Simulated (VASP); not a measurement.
A run of VASP 6.6.1 is set up as follows.

File POSCAR:

```
Al
1.0
   -1.5912186900      1.5912186900      1.5912186900
    1.5912186900     -1.5912186900      1.5912186900
    1.5912186900      1.5912186900     -1.5912186900
Al
1
Direct
    0.0000000000      0.0000000000      0.0000000000
```

Contents of INCAR.step1:

```
ALGO = Normal
EDIFF = 1E-4
ENCUT = 600
GGA = PE
ISMEAR = 0
LASPH = True
LCHARG = False
LREAL = False
LWAVE = True
NELM = 80
PREC = Accurate
SIGMA = 0.1
```

File INCAR.step2:

```
ALGO = Normal
EDIFF = 1E-7
EDIFFG = -0.005
ENCUT = 600
IBRION = 2
ISIF = 3
ISMEAR = 0
ISTART = 1
LASPH = True
LCHARG = False
LMIXTAU = True
LREAL = False
LWAVE = False
METAGGA = R2SCAN
NELM = 80
NSW = 100
PREC = Accurate
SIGMA = 0.1
```

The input KPOINTS:

```
k-points
0
Gamma
  18 18 18
```

Potentials or basis: VASP PAW PBE potentials, release 64 (Al).

The run is started by

```sh
$ cat potpaw_PBE.64/Al/POTCAR > POTCAR
$ cp INCAR.step1 INCAR
$ mpirun -np 1 vasp_std > vasp.out
$ cp INCAR.step2 INCAR
$ mpirun -np 1 vasp_std > vasp.out
```

Question: Predict the relaxed cell.

Answer: a = 2.758 Å, b = 2.758 Å, c = 2.758 Å, α = 109.47°, β = 109.47°, γ = 109.47°.

Question: Predict the space group after relaxing (to 0.05 Å).

Answer: Im-3m (No. 229).

Final structure:
```
Al
1.0
    -1.59243    1.59243    1.59243
     1.59243   -1.59243    1.59243
     1.59243    1.59243   -1.59243
Al
1
Direct
  0.00000 0.00000 0.00000
```
